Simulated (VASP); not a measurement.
A run of VASP 6.6.1 is set up as follows.

The input INCAR:

```
PREC = Accurate
ENCUT = 520
EDIFF = 1E-7
ISMEAR = -1
SIGMA = 0.05
LREAL = F
LASPH = T
NELM = 150
ALGO = Normal
ISIF = 2
LWAVE = F
LCHARG = T
ISPIN = 2
MAGMOM = 0 0
LORBIT = 11
LMAXMIX = 6
GGA = PS
LELF = T
LVHAR = T
NBANDS = 23
```

KPOINTS

```
regular mesh
0
Gamma
  11 11 6
```

POSCAR

```
Ce
1.0
    1.5470000000     -3.0035000000      0.0000000000
    1.5470000000      3.0035000000      0.0000000000
    0.0000000000      0.0000000000      5.2460000000
Ce
2
Direct
    0.8950000000      0.1050000000      0.7500000000
    0.1050000000      0.8950000000      0.2500000000
```

Potentials or basis: VASP PAW PBE potentials, release 64 (Ce).

Run with:

```bash
$ cat potpaw_PBE.64/Ce/POTCAR > POTCAR
$ mpirun -np 1 vasp_std > vasp.out
```

(1) What does it give for the pressure?

(2) Predict the net moment.

## Answers

(1) -1.5 GPa.

(2) 0.00 μB per cell.

Caveat: the magnetic or orbital state may not be the lowest; the PAW data sets were made with another functional, which shifts forces and pressure a little.
